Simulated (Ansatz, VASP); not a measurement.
One calculation of Ba, two programs

```
CELL_PARAMETERS angstrom
0.00000 3.26095 3.26095
3.23267 0.02829 3.23267
3.23267 3.23267 0.02829
ATOMIC_POSITIONS crystal
Ba 0.00000 0.00000 0.00000
```

Change from the starting cell: strain +0.0175 x Voigt [0, 0, 0, 1, 0, 0], atoms carried along.

Alike in both runs: task single point; functional PBE; k mesh 14 × 14 × 14; occupations gaussian, width 0.15 eV; no spin polarisation.

```csv
,VASP,Ansatz
version,VASP 6.6.1,Ansatz 0.2.0
potentials or method,"VASP PAW PBE potentials, release 64 (Ba_sv), cutoff 520 eV","scalar-relativistic, plane waves, PAW"
valence electrons in the cell,10,10
```

```csv
,VASP,Ansatz,Ansatz less VASP
gap on the k mesh at the Fermi level (eV),none,none,-
pressure (GPa),-0.4,-0.4,-0.04
"traceless stress, the component that is largest in VASP (GPa)",-0.15,-0.15,0.000
```

A gap of «none» marks a metal or a gap that the smearing closes.

Neither program's run includes spin-orbit coupling.
